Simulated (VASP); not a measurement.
# NbN (Fm-3m) in VASP: single point with PBE+U

Aim: the single point of NbN with PBE+U.

Everything below comes from runs of VASP 6.6.1. Logs are shortened: lines on timing, memory, paths and dates and some standing lists are left out, and cuts for length are marked.

**1. The cell of the first run**

Symmetry: Fm-3m, No. 225, cubic system. Conventional cell: a = 4.389 Å, b = 4.389 Å, c = 4.389 Å, α = 90.00°, β = 90.00°, γ = 90.00°. Within 2.9 Å of Nb (site symmetry m-3m) lie 6 N at 2.19 Å. Within 2.9 Å of N (site symmetry m-3m) lie 6 Nb at 2.19 Å.

**2. Single point, PBE+U, collinear spin, zero start**

File INCAR:

```
ALGO = Normal
EDIFF = 1E-6
ENCUT = 600
GGA = PE
GGA_COMPAT = F
ISIF = 2
ISMEAR = 0
ISPIN = 2
LASPH = T
LCHARG = F
LDAU = T
LDAUJ = 0 0
LDAUL = 2 -1
LDAUPRINT = 1
LDAUTYPE = 2
LDAUU = 8 0
LMAXMIX = 4
LORBIT = 11
LREAL = F
LWAVE = F
MAGMOM = 0 0 0 0
NBANDS = 30
NELM = 200
PREC = Accurate
SIGMA = 0.05
```

File KPOINTS:

```
k-points
0
Gamma
  7 7 7
```

File POSCAR:

```
NbN
1.0
    0.0000000000      2.1945007300      2.1945007300
    4.3890014600      2.1945007300      2.1945007300
    4.3890014600      4.3890014600      0.0000000000
Nb N
2 2
Direct
    0.5000000000      0.5000000000      0.0000000000
    0.5000000000      0.5000000000      0.5000000000
    0.0000000000      0.0000000000      0.0000000000
    0.0000000000      0.0000000000      0.5000000000
```

Potentials or basis: VASP PAW PBE potentials, release 64 (Nb_sv, N).

On the command line:

```console
$ cat potpaw_PBE.64/Nb_sv/POTCAR potpaw_PBE.64/N/POTCAR > POTCAR
$ mpirun -np 1 vasp_std > vasp.out
```

OUTCAR:

```text
EDIFF = 1E-6
   ENCUT = 600
   GGA = PE
   ISIF = 2
   ISMEAR = 0
   ISPIN = 2
   LASPH = T
   LORBIT = 11
   LREAL = F
   NELM = 200
   PREC = Accurate

 ion  position               nearest neighbor table
   1  0.500  0.500  0.000-   4 2.19   3 2.19   4 2.19   3 2.19   4 2.19   4 2.19
   2  0.500  0.500  0.500-   3 2.19   3 2.19   4 2.19   4 2.19   3 2.19   3 2.19
   3  0.000  0.000  0.000-   2 2.19   1 2.19   2 2.19   1 2.19   2 2.19   2 2.19
   4  0.000  0.000  0.500-   1 2.19   1 2.19   2 2.19   2 2.19   1 2.19   1 2.19

  LATTYP: Found a simple tetragonal cell.
 ALAT       =     3.1034926950
 C/A-ratio  =     1.4142135624

  Lattice vectors:

 A1 = (   0.0000000000,  -2.1945007300,   2.1945007300)
 A2 = (   0.0000000000,  -2.1945007300,  -2.1945007300)
 A3 = (   4.3890014600,   0.0000000000,   0.0000000000)

Analysis of symmetry for initial positions (statically):
=====================================================================
 Subroutine PRICEL returns following result:

  LATTYP: Found a face centered cubic cell.
 ALAT       =     4.3890014600
[... 12 lines left out ...]
 Subroutine GETGRP returns: Found 16 space group operations
 (whereof 16 operations were pure point group operations)
 out of a pool of 16 trial point group operations.

The static configuration has the point symmetry D_4h.

Analysis of symmetry for dynamics (positions and initial velocities):
=====================================================================
 Subroutine PRICEL returns following result:

  LATTYP: Found a face centered cubic cell.
 ALAT       =     4.3890014600
[... 12 lines left out ...]
 Subroutine GETGRP returns: Found 16 space group operations
 (whereof 16 operations were pure point group operations)
 out of a pool of 16 trial point group operations.

The dynamic configuration has the point symmetry D_4h.

Analysis of structural, dynamic, and magnetic symmetry:
=====================================================================
 Subroutine PRICEL returns following result:

  LATTYP: Found a face centered cubic cell.
 ALAT       =     4.3890014600
[... 12 lines left out ...]
 Subroutine GETGRP returns: Found 16 space group operations
 (whereof 16 operations were pure point group operations)
 out of a pool of 16 trial point group operations.

The overall configuration has the point symmetry D_4h.

 Subroutine INISYM returns: Found 16 space group operations
 (whereof 16 operations are pure point group operations),
 and found     2 'primitive' translations

----------------------------------------------------------------------------------------

                                     Primitive cell

  volume of cell :      21.1367

  direct lattice vectors                    reciprocal lattice vectors
    -2.194500730  2.194500730  0.000000000    -0.227842257  0.227842257 -0.227842257
    -2.194500730  0.000000000  2.194500730    -0.227842257 -0.227842257  0.227842257
     0.000000000  2.194500730  2.194500730     0.227842257  0.227842257  0.227842257

  length of vectors
     3.103492695  3.103492695  3.103492695     0.394634366  0.394634366  0.394634366

  position of ions in fractional coordinates (direct lattice)
[... 137 lines left out ...]

  0.2257 -0.0000 -0.0000 -0.0000 -0.0000
 -0.0000  0.2188 -0.0000  0.0000  0.0000
 -0.0000 -0.0000  0.1394 -0.0000  0.0002
 -0.0000  0.0000 -0.0000  0.2257  0.0000
 -0.0000  0.0000  0.0002  0.0000  0.1391

 occupancies and eigenvectors

  o =  0.1390  v =  0.0000  0.0000 -0.5000 -0.0000  0.8660  0.0000  0.0000  0.0000  0.0000  0.0000      0.0000  0.0000  0.0000  0.0000  0.0000  0.0000  0.0000  0.0000  0.0000  0.0000
  o =  0.1390  v =  0.0000  0.0000  0.0000  0.0000  0.0000  0.0000 -0.0000 -0.5000 -0.0000  0.8660      0.0000  0.0000  0.0000  0.0000  0.0000  0.0000  0.0000  0.0000  0.0000  0.0000
  o =  0.1395  v =  0.0000 -0.0000  0.8660  0.0000  0.5000  0.0000  0.0000  0.0000  0.0000  0.0000      0.0000  0.0000  0.0000  0.0000  0.0000  0.0000  0.0000  0.0000  0.0000  0.0000
  o =  0.1395  v =  0.0000  0.0000  0.0000  0.0000  0.0000  0.0000  0.0000  0.8660  0.0000  0.5000      0.0000  0.0000  0.0000  0.0000  0.0000  0.0000  0.0000  0.0000  0.0000  0.0000
  o =  0.2188  v =  0.0000  0.0000  0.0000  0.0000  0.0000  0.0000  1.0000 -0.0000 -0.0000 -0.0000      0.0000  0.0000  0.0000  0.0000  0.0000  0.0000  0.0000  0.0000  0.0000  0.0000
  o =  0.2188  v =  0.0000  1.0000 -0.0000 -0.0000 -0.0000  0.0000  0.0000  0.0000  0.0000  0.0000      0.0000  0.0000  0.0000  0.0000  0.0000  0.0000  0.0000  0.0000  0.0000  0.0000
  o =  0.2257  v =  0.0000  0.0000  0.0000  0.0000  0.0000  0.0000 -0.0000  0.0000 -1.0000  0.0000      0.0000  0.0000  0.0000  0.0000  0.0000  0.0000  0.0000  0.0000  0.0000  0.0000
  o =  0.2257  v =  0.0000  0.0000  0.0000  0.0000  0.0000  1.0000  0.0000  0.0000  0.0000  0.0000      0.0000  0.0000  0.0000  0.0000  0.0000  0.0000  0.0000  0.0000  0.0000  0.0000
  o =  0.2257  v =  0.0000 -0.0000  0.0000 -1.0000  0.0000  0.0000  0.0000  0.0000  0.0000  0.0000      0.0000  0.0000  0.0000  0.0000  0.0000  0.0000  0.0000  0.0000  0.0000  0.0000
  o =  0.2257  v =  1.0000  0.0000  0.0000  0.0000  0.0000  0.0000  0.0000  0.0000  0.0000  0.0000      0.0000  0.0000  0.0000  0.0000  0.0000  0.0000  0.0000  0.0000  0.0000  0.0000

atom =   2  type =  1  l = 2

 onsite density matrix

spin component  1

  0.2257 -0.0000 -0.0000  0.0000 -0.0000
 -0.0000  0.2188  0.0000  0.0000  0.0000
 -0.0000  0.0000  0.1394 -0.0000  0.0002
  0.0000  0.0000 -0.0000  0.2257  0.0000
 -0.0000  0.0000  0.0002  0.0000  0.1391

spin component  2

  0.2257 -0.0000 -0.0000  0.0000 -0.0000
 -0.0000  0.2188  0.0000  0.0000  0.0000
 -0.0000  0.0000  0.1394 -0.0000  0.0002
  0.0000  0.0000 -0.0000  0.2257  0.0000
 -0.0000  0.0000  0.0002  0.0000  0.1391

 occupancies and eigenvectors

  o =  0.1390  v =  0.0000 -0.0000 -0.5000 -0.0000  0.8660  0.0000  0.0000  0.0000  0.0000  0.0000      0.0000  0.0000  0.0000  0.0000  0.0000  0.0000  0.0000  0.0000  0.0000  0.0000
  o =  0.1390  v =  0.0000  0.0000  0.0000  0.0000  0.0000  0.0000 -0.0000 -0.5000  0.0000  0.8660      0.0000  0.0000  0.0000  0.0000  0.0000  0.0000  0.0000  0.0000  0.0000  0.0000
  o =  0.1395  v =  0.0000 -0.0000 -0.8660  0.0000 -0.5000  0.0000  0.0000  0.0000  0.0000  0.0000      0.0000  0.0000  0.0000  0.0000  0.0000  0.0000  0.0000  0.0000  0.0000  0.0000
  o =  0.1395  v =  0.0000  0.0000  0.0000  0.0000  0.0000  0.0000 -0.0000 -0.8660 -0.0000 -0.5000      0.0000  0.0000  0.0000  0.0000  0.0000  0.0000  0.0000  0.0000  0.0000  0.0000
  o =  0.2188  v =  0.0000  0.0000  0.0000  0.0000  0.0000  0.0000  1.0000 -0.0000  0.0000 -0.0000      0.0000  0.0000  0.0000  0.0000  0.0000  0.0000  0.0000  0.0000  0.0000  0.0000
  o =  0.2188  v =  0.0000  1.0000 -0.0000  0.0000 -0.0000  0.0000  0.0000  0.0000  0.0000  0.0000      0.0000  0.0000  0.0000  0.0000  0.0000  0.0000  0.0000  0.0000  0.0000  0.0000
  o =  0.2257  v =  0.0000  0.0000  0.0000  0.0000  0.0000  0.0000 -0.0000  0.0000  1.0000 -0.0000      0.0000  0.0000  0.0000  0.0000  0.0000  0.0000  0.0000  0.0000  0.0000  0.0000
  o =  0.2257  v =  0.0000  0.0000  0.0000  0.0000  0.0000  1.0000  0.0000  0.0000  0.0000  0.0000      0.0000  0.0000  0.0000  0.0000  0.0000  0.0000  0.0000  0.0000  0.0000  0.0000
  o =  0.2257  v =  0.0000 -0.0000  0.0000  1.0000 -0.0000  0.0000  0.0000  0.0000  0.0000  0.0000      0.0000  0.0000  0.0000  0.0000  0.0000  0.0000  0.0000  0.0000  0.0000  0.0000
  o =  0.2257  v =  1.0000  0.0000  0.0000  0.0000  0.0000  0.0000  0.0000  0.0000  0.0000  0.0000      0.0000  0.0000  0.0000  0.0000  0.0000  0.0000  0.0000  0.0000  0.0000  0.0000

 number of electron      35.9999999 magnetization       0.0000064

 Free energy of the ion-electron system (eV)
  ---------------------------------------------------
  ext. energy  EPLUGINS =         0.00000000
  ---------------------------------------------------
  free energy    TOTEN  =       -27.61775843 eV

  energy without entropy =      -27.61561840  energy(sigma->0) =      -27.61668842

 E-fermi :  15.0938     XC(G=0): -13.4347

 val. band max:       15.0882602353   @ k =  -0.2857   0.1429   0.0000
 cond. band min:      15.1668658197   @ k =   0.2857   0.0000   0.0000
 fundamental gap:      0.0786055844
 Fermi energy:        15.0937842621

 spin component 1

 k-point     1 :       0.0000    0.0000    0.0000
  band No.  band energies     occupation
      1     -43.1294      1.00000
      2     -42.9570      1.00000
      3     -19.5321      1.00000
      4     -19.0329      1.00000
      5     -19.0329      1.00000
      6     -18.7081      1.00000
[... 1577 lines left out ...]
     29      25.8120      0.00000
     30      25.9939      0.00000

 [... further k-points ...]

------------------------ aborting loop because EDIFF is reached ----------------------------------------

  FORCE on cell =-STRESS in cart. coord.  units (eV):
  Direction    XX          YY          ZZ          XY          YZ          ZX
  --------------------------------------------------------------------------------------
  -------------------------------------------------------------------------------------
  Total        6.6702166      6.8345180      6.8345180      0.0000000      0.0000000     -0.0000000
  in kB      252.8036503    259.0307331    259.0307331      0.0000000      0.0000000     -0.0000000
  external PRESSURE =     256.9550388 kB  Pullay stress =       0.0000000 kB

 VOLUME and BASIS-vectors are now :
 -----------------------------------------------------------------------------
  energy-cutoff  :      600.00
  volume of cell :       42.27
      direct lattice vectors                 reciprocal lattice vectors
     0.000000000  2.194500730  2.194500730    -0.227842257  0.227842257  0.227842257
     4.389001460  2.194500730  2.194500730     0.227842257 -0.227842257  0.227842257
     4.389001460  4.389001460  0.000000000     0.000000000  0.227842257 -0.227842257

 POSITION                                       TOTAL-FORCE (eV/Angst)
 -----------------------------------------------------------------------------------
      2.19450      2.19450      2.19450        -0.000000     -0.000000     -0.000000
      4.38900      4.38900      2.19450        -0.000000      0.000000     -0.000000
      0.00000      0.00000      0.00000        -0.000000      0.000000      0.000000
      2.19450      2.19450      0.00000         0.000000      0.000000      0.000000
 -----------------------------------------------------------------------------------
    total drift:                                0.000000      0.000000      0.000000

  FREE ENERGIE OF THE ION-ELECTRON SYSTEM (eV)
  ---------------------------------------------------
  free  energy   TOTEN  =       -27.6177584341 eV

  energy  without entropy=      -27.6156183989  energy(sigma->0) =      -27.61668842

 total charge

# of ion       s       p       d       tot
------------------------------------------
    1        2.175   6.081   1.881  10.137
    2        2.175   6.081   1.881  10.137
    3        1.233   2.574   0.000   3.806
    4        1.233   2.574   0.000   3.806
--------------------------------------------------
tot          6.815  17.309   3.762  27.887

 magnetization (x)

# of ion       s       p       d       tot
------------------------------------------
    1        0.000  -0.000   0.000   0.000
    2        0.000  -0.000   0.000   0.000
    3       -0.000   0.000   0.000   0.000
    4       -0.000   0.000   0.000   0.000
--------------------------------------------------
tot          0.000  -0.000   0.000   0.000
```

It took 7.2 min on 1 thread of Intel Xeon 8259CL, shared host; peak memory 0.34 GiB.

Results:

| Quantity | Value |
| --- | --- |
| Free energy | -27.6178 eV |
| Pressure | 25.7 GPa |
| Band gap on the k mesh | zero (filled and empty bands overlap) |
| Net moment | 0.00 μB per cell |
| Valence electrons inside the program's atomic spheres | Nb 10.14; N 3.81 |

Eigenvalues of the final occupation matrices:
```
    site  spin  trace               eigenvalues
site 1 d     1   0.95  0.14 0.14 0.22 0.23 0.23
site 1 d     2   0.95  0.14 0.14 0.22 0.23 0.23
site 2 d     1   0.95  0.14 0.14 0.22 0.23 0.23
site 2 d     2   0.95  0.14 0.14 0.22 0.23 0.23
```

Caveat: the cell stands under pressure.

The gap in the log of VASP goes by the Fermi energy; the results here count the filled bands.